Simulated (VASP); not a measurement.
# AlNi (Pm-3m) in VASP: single point with PBE

Aim: the single point of AlNi with PBE.

All numbers are computed with VASP 6.6.1; they aren't measurements. Logs are shortened: lines on timing, memory, paths and dates and some standing lists are left out, and cuts for length are marked.

## Step 1: The cell of the first run

It takes space group Pm-3m (No. 221, cubic). The conventional cell has a = 2.881 Å, b = 2.881 Å, c = 2.881 Å, α = 90.00°, β = 90.00°, γ = 90.00°. Within 3.3 Å of Al (site symmetry m-3m) lie 8 Ni at 2.50 Å and 6 Al at 2.88 Å. Ni (site symmetry m-3m) has 8 Al at 2.50 Å and 6 Ni at 2.88 Å within 3.3 Å.

## Step 2: Single point, PBE, collinear spin, ferromagnetic start

The input, POSCAR:

```
AlNi
1.0
    2.8810000000      0.0000000000      0.0000000000
    0.0000000000      2.8810000000      0.0000000000
    0.0000000000      0.0000000000      2.8810000000
Al Ni
1 1
Direct
    0.0000000000      0.0000000000      0.0000000000
    0.5000000000      0.5000000000      0.5000000000
```

The input, INCAR.step1:

```
SYSTEM = AlNi
PREC = Accurate ; ENCUT = 520
EDIFF = 1E-6 ; ISMEAR = -1
SIGMA = 0.1 ; LREAL = .False.
LASPH = .True. ; NELM = 200
ALGO = Normal ; ISIF = 2
LWAVE = .False. ; LCHARG = .True.
ISPIN = 2 ; MAGMOM = 0 2
LMAXMIX = 4 ; GGA = PE
NBANDS = 18 ; GGA_COMPAT = .False.
NEDOS = 2001 ; LORBIT = 11
```

The input, KPOINTS.step1:

```
regular mesh
0
Gamma
  12 12 12
  0 0 0
```

The input, INCAR.step2:

```
SYSTEM = AlNi
PREC = Accurate ; ENCUT = 520
EDIFF = 1E-6 ; ISMEAR = -5
SIGMA = 0.1 ; LREAL = .False.
LASPH = .True. ; NELM = 200
ALGO = Normal ; ISIF = 2
LWAVE = .False. ; LCHARG = .False.
ISPIN = 2 ; MAGMOM = 0 2
LORBIT = 10 ; LMAXMIX = 4
GGA = PE ; NBANDS = 18
NEDOS = 1001 ; ICHARG = 11
GGA_COMPAT = .False.
```

The input, KPOINTS.step2:

```
regular mesh
0
Gamma
  18 18 18
  0 0 0
```

Potentials or basis: VASP PAW PBE potentials, release 64 (Al, Ni).

Started as:

```sh
$ cat potpaw_PBE.64/Al/POTCAR potpaw_PBE.64/Ni/POTCAR > POTCAR
$ cp INCAR.step1 INCAR
$ cp KPOINTS.step1 KPOINTS
$ mpirun -np 1 vasp_std > vasp.out
$ cp INCAR.step2 INCAR
$ cp KPOINTS.step2 KPOINTS
$ mpirun -np 1 vasp_std > vasp.out
```

OUTCAR:

```text
SYSTEM = AlNi
   PREC = Accurate
   ENCUT = 520
   EDIFF = 1E-6
   ISMEAR = -5
   LREAL = .False.
   LASPH = .True.
   NELM = 200
   ISIF = 2
   ISPIN = 2
   LORBIT = 10
   GGA = PE
   ICHARG = 11

 ion  position               nearest neighbor table
   1  0.000  0.000  0.000-   2 2.50   2 2.50   2 2.50   2 2.50   2 2.50   2 2.50   2 2.50   2 2.50

   2  0.500  0.500  0.500-   1 2.50   1 2.50   1 2.50   1 2.50   1 2.50   1 2.50   1 2.50   1 2.50

  LATTYP: Found a simple cubic cell.
 ALAT       =     2.8810000000

  Lattice vectors:

 A1 = (   2.8810000000,   0.0000000000,   0.0000000000)
 A2 = (   0.0000000000,   2.8810000000,   0.0000000000)
 A3 = (   0.0000000000,   0.0000000000,   2.8810000000)

Analysis of symmetry for initial positions (statically):
=====================================================================
 Subroutine PRICEL returns:
 Original cell was already a primitive cell.

 Routine SETGRP: Setting up the symmetry group for a
 simple cubic supercell.

 Subroutine GETGRP returns: Found 48 space group operations
 (whereof 48 operations were pure point group operations)
 out of a pool of 48 trial point group operations.

The static configuration has the point symmetry O_h .

Analysis of symmetry for dynamics (positions and initial velocities):
=====================================================================
 Subroutine PRICEL returns:
 Original cell was already a primitive cell.

 Routine SETGRP: Setting up the symmetry group for a
 simple cubic supercell.

 Subroutine GETGRP returns: Found 48 space group operations
 (whereof 48 operations were pure point group operations)
 out of a pool of 48 trial point group operations.

The dynamic configuration has the point symmetry O_h .

Analysis of structural, dynamic, and magnetic symmetry:
=====================================================================
 Subroutine PRICEL returns:
 Original cell was already a primitive cell.

 Routine SETGRP: Setting up the symmetry group for a
 simple cubic supercell.

 Subroutine GETGRP returns: Found 48 space group operations
 (whereof 48 operations were pure point group operations)
 out of a pool of 48 trial point group operations.

The overall configuration has the point symmetry O_h .

 Subroutine INISYM returns: Found 48 space group operations
 (whereof 48 operations are pure point group operations),
 and found     1 'primitive' translations

----------------------------------------------------------------------------------------

                                     Primitive cell

  volume of cell :      23.9128

  direct lattice vectors                    reciprocal lattice vectors
     2.881000000  0.000000000  0.000000000     0.347101701  0.000000000  0.000000000
     0.000000000  2.881000000  0.000000000     0.000000000  0.347101701  0.000000000
     0.000000000  0.000000000  2.881000000     0.000000000  0.000000000  0.347101701

  length of vectors
     2.881000000  2.881000000  2.881000000     0.347101701  0.347101701  0.347101701

  position of ions in fractional coordinates (direct lattice)
     0.000000000  0.000000000  0.000000000
     0.500000000  0.500000000  0.500000000

  ion indices of the primitive-cell ions
   primitive index   ion index
                 1           1
                 2           2

----------------------------------------------------------------------------------------

 KPOINTS: regular mesh

Automatic generation of k-mesh.
 Grid dimensions read from file:
 generate k-points for:   18   18   18

 Generating k-lattice:

  Cartesian coordinates                     Fractional coordinates (reciprocal lattice)
     0.019283428  0.000000000  0.000000000     0.055555556  0.000000000  0.000000000
     0.000000000  0.019283428  0.000000000     0.000000000  0.055555556  0.000000000
     0.000000000  0.000000000  0.019283428     0.000000000  0.000000000  0.055555556

  Length of vectors
     0.019283428  0.019283428  0.019283428

  Shift w.r.t. Gamma in fractional coordinates (k-lattice)
     0.000000000  0.000000000  0.000000000

 TETIRR: Found   2900 inequivalent tetrahedra from    34992

 Subroutine IBZKPT returns following result:
 ===========================================

 Found    220 irreducible k-points:

 Following reciprocal coordinates:
            Coordinates               Weight
  0.000000  0.000000  0.000000      1.000000
  0.055556  0.000000  0.000000      6.000000
  0.111111  0.000000  0.000000      6.000000
  0.166667  0.000000  0.000000      6.000000
  0.222222  0.000000  0.000000      6.000000
  0.277778  0.000000  0.000000      6.000000
[... 16 lines left out ...]
  0.277778  0.111111  0.000000     24.000000
  0.333333  0.111111  0.000000     24.000000
 [... further k-points ...]
   k-points           NKPTS =    220   k-points in BZ     NKDIM =    220   number of bands    NBANDS=     18
   number of dos      NEDOS =   1001   number of ions     NIONS =      2
   total plane-waves  NPLWV =  13824
   dimension x,y,z NGX =    24 NGY =   24 NGZ =   24
   dimension x,y,z NGXF=    48 NGYF=   48 NGZF=   48
   ions per type =               1   1
   NGX,Y,Z   is equivalent  to a cutoff of  13.85, 13.85, 13.85 a.u.
   NGXF,Y,Z  is equivalent  to a cutoff of  27.70, 27.70, 27.70 a.u.
 SYSTEM =  AlNi
   PREC   = accura    normal or accurate (medium, high low for compatibility)
   ISTART =      0    job   : 0-new  1-cont  2-samecut
   ICHARG =     11    charge: 1-file 2-atom 10-const
   ISPIN  =      2    spin polarized calculation?
   LNONCOLLINEAR =      F non collinear calculations
   LSORBIT =      F    spin-orbit coupling
   LASPH  =      T    aspherical Exc in radial PAW
   ENCUT  =  520.0 eV  38.22 Ry    6.18 a.u.   5.36  5.36  5.36*2*pi/ulx,y,z
   NELM   =    200;   NELMIN=  2; NELMDL=  0     # of ELM steps
   EDIFF  = 0.1E-05   stopping-criterion for ELM
   LREAL  =      F    real-space projection
   EDIFFG = 0.1E-04   stopping-criterion for IOM
   NSW    =      0    number of steps for IOM
   IBRION =     -1    ionic relax: 0-MD 1-quasi-New 2-CG
   NFREE  =      0    steps in history (QN), initial steepest desc. (CG)
   ISIF   =      2    stress and relaxation
   ISYM   =      2    0-nonsym 1-usesym 2-fastsym
   POTIM  = 0.5000    time-step for ionic-motion
   TEBEG  =    0.0;   TEEND  =   0.0 temperature during run
   PSTRESS=    0.0 pullay stress
   NELECT =      13.0000    total number of electrons
   NUPDOWN=      -1.0000    fix difference up-down
   EMIN   =  10.00;   EMAX   =-10.00  energy-range for DOS
   EFERMI =   0.00;   METHOD = LEGACY
   ISMEAR =    -5;   SIGMA  =   0.10  broadening in eV -4-tet -1-fermi 0-gaus
   EFERMI_NEDOS =   21; number of points for ismear=-14 and -15
   IALGO  =     38    algorithm
   IMIX   =      4    mixing-type and parameters
     AMIX     =   0.40;   BMIX     =  1.00
     AMIX_MAG =   1.60;   BMIX_MAG =  1.00
  volume/ion in A,a.u.               =      11.96        80.69
  Fermi-wavevector in a.u.,A,eV,Ry     =   1.336122  2.524904 24.289410  1.785221
  Thomas-Fermi vector in A             =   2.464773
   LORBIT       =     10    0 simple, 1 ext, 2 COOP (PROOUT), +10 PAW based schemes
   GGA     = PE    functional components
   LHFCALC =     F    Hartree Fock is set to
   AEXX    =    0.0000 exact exchange contribution
   IVDW    =     0    specifies the selected vdW correction
   LEPSILON=     F    determine dielectric tensor
   LRPA    =     F    only Hartree local field effects (RPA)
 spin polarized calculation
 Fermi weights with tetrahedron method with Bloechl corrections
  energy-cutoff  :      520.00
  volume of cell :       23.91
 maximum number of plane-waves:       659
 NGX is ok and might be reduce to    24

 number of electron      13.0000015 magnetization       0.0000375

 Free energy of the ion-electron system (eV)
  ---------------------------------------------------
  ext. energy  EPLUGINS =         0.00000000
  ---------------------------------------------------
  free energy    TOTEN  =       -10.53659223 eV

  energy without entropy =      -10.53659223  energy(sigma->0) =      -10.53659223

 E-fermi :  10.0249     XC(G=0): -12.0485

 val. band max:       10.0325169683   @ k =   0.3333   0.3333   0.0556
 cond. band min:      10.0405161882   @ k =   0.3889   0.2778   0.1667
 fundamental gap:      0.0079992198
 Fermi energy:        10.0248984302

 spin component 1

 k-point     1 :       0.0000    0.0000    0.0000
  band No.  band energies     occupation
      1      -1.1117      1.00000
      2       6.7957      1.00000
      3       6.7957      1.00000
      4       8.4795      1.00000
      5       8.4795      1.00000
      6       8.4795      1.00000
[... 10 lines left out ...]
     17      33.3676      0.00000
     18      33.3691      0.00000
[... 463 lines left out ...]
 k-point    24 :       0.3333    0.1111    0.0000
  band No.  band energies     occupation
      1       1.0920      1.00000
      2       5.7664      1.00000
      3       7.1590      1.00000
      4       7.8514      1.00000
      5       7.9502      1.00000
      6       8.4633      1.00000
[... 10 lines left out ...]
     17      30.7526      0.00000
     18      35.2838      0.00000

 [... further k-points ...]

 spin component 2

 k-point     1 :       0.0000    0.0000    0.0000
  band No.  band energies     occupation
      1      -1.1116      1.00000
      2       6.7958      1.00000
      3       6.7958      1.00000
      4       8.4797      1.00000
      5       8.4797      1.00000
      6       8.4797      1.00000
[... 10 lines left out ...]
     17      33.3676      0.00000
     18      33.3676      0.00000
[... 463 lines left out ...]
 k-point    24 :       0.3333    0.1111    0.0000
  band No.  band energies     occupation
      1       1.0920      1.00000
      2       5.7664      1.00000
      3       7.1590      1.00000
      4       7.8515      1.00000
      5       7.9504      1.00000
      6       8.4635      1.00000
[... 10 lines left out ...]
     17      30.7527      0.00000
     18      35.2838      0.00000

 [... further k-points ...]

------------------------ aborting loop because EDIFF is reached ----------------------------------------

  FORCE on cell =-STRESS in cart. coord.  units (eV):
  Direction    XX          YY          ZZ          XY          YZ          ZX
  --------------------------------------------------------------------------------------
  -------------------------------------------------------------------------------------
  Total        0.5888232      0.5888232      0.5888232      0.0000000      0.0000000     -0.0000000
  in kB       39.4516992     39.4516992     39.4516992      0.0000000      0.0000000     -0.0000000
  external PRESSURE =      39.4516992 kB  Pullay stress =       0.0000000 kB

 VOLUME and BASIS-vectors are now :
 -----------------------------------------------------------------------------
  energy-cutoff  :      520.00
  volume of cell :       23.91
      direct lattice vectors                 reciprocal lattice vectors
     2.881000000  0.000000000  0.000000000     0.347101701  0.000000000  0.000000000
     0.000000000  2.881000000  0.000000000     0.000000000  0.347101701  0.000000000
     0.000000000  0.000000000  2.881000000     0.000000000  0.000000000  0.347101701

 POSITION                                       TOTAL-FORCE (eV/Angst)
 -----------------------------------------------------------------------------------
      0.00000      0.00000      0.00000         0.000000      0.000000      0.000000
      1.44050      1.44050      1.44050         0.000000      0.000000      0.000000
 -----------------------------------------------------------------------------------
    total drift:                                0.000000     -0.000000     -0.000000

  FREE ENERGIE OF THE ION-ELECTRON SYSTEM (eV)
  ---------------------------------------------------
  free  energy   TOTEN  =       -10.5365922260 eV

  energy  without entropy=      -10.5365922260  energy(sigma->0) =      -10.53659223

 total charge

# of ion       s       p       d       tot
------------------------------------------
    1        0.384   0.413   0.000   0.797
    2        0.475   0.515   8.477   9.468
--------------------------------------------------
tot          0.859   0.928   8.477  10.265

 magnetization (x)

# of ion       s       p       d       tot
------------------------------------------
    1        0.000   0.000   0.000   0.000
    2        0.000   0.000   0.000   0.000
--------------------------------------------------
tot          0.000   0.000   0.000   0.000
```

Run time: 68 s. Hardware: 1 thread of Intel Xeon 6975P-C (Granite Rapids), shared host; peak memory 0.26 GiB.

Results:

| Item | Value |
| --- | --- |
| Net moment | 0.00 μB per cell |
| Valence electrons inside the program's atomic spheres | Al 0.80; Ni 9.47 |

Caveat: tetrahedron occupations give inexact forces and stress in metals.
